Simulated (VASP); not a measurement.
Wanted: the native input for a VASP 6.6.1 run.

| Property | Result |
| --- | --- |
| Task | single point |
| Functional | PBE |
| Potentials or basis | VASP PAW PBE potentials, release 64 (Pb_d) |
| Cutoff | 520 eV |
| k mesh | 13 × 13 × 13 |
| Occupations | fermi-dirac, width 0.1 eV |
| Spin | no spin polarisation |
| Dipole correction | no |
| Further INCAR settings | ALGO = Normal; EDIFF = 1e-06; NBANDS = 13 |

The structure of Pb lies in POSCAR:

```
Pb
1.0
   -2.0747541973      2.0747541973      2.0747541973
    2.0747541973     -2.0747541973      2.0747541973
    2.0747541973      2.0747541973     -2.0747541973
Pb
1
Direct
    0.0000000000      0.0000000000      0.0000000000
```

This isn't the form of Pb at room conditions, which is fcc.

These files were run (other wordings do the same):

INCAR

```
PREC = Accurate
ENCUT = 520
EDIFF = 1E-6
ISMEAR = -1
SIGMA = 0.1
LREAL = False
LASPH = True
NELM = 80
ALGO = Normal
ISIF = 2
LWAVE = False
LCHARG = True
GGA = PE
LELF = True
LVHAR = True
NBANDS = 13
```

KPOINTS

```
Automatic mesh
0
Gamma
  13 13 13
```

Potentials or basis: VASP PAW PBE potentials, release 64 (Pb_d).

Command:

```sh
$ cat potpaw_PBE.64/Pb_d/POTCAR > POTCAR
$ mpirun -np 1 vasp_std > vasp.out
```

It gave:

* Pressure: -3.4 GPa
* Band gap on the k mesh: zero (bands 7 and 8 overlap by 7.83 eV)

Caveat: the cell stands under tension; spin-orbit coupling is left out, which moves the levels of the heavy elements.

It took 47 s on 1 thread of Intel Xeon 8259CL, on a shared host, peak memory 0.18 GiB.
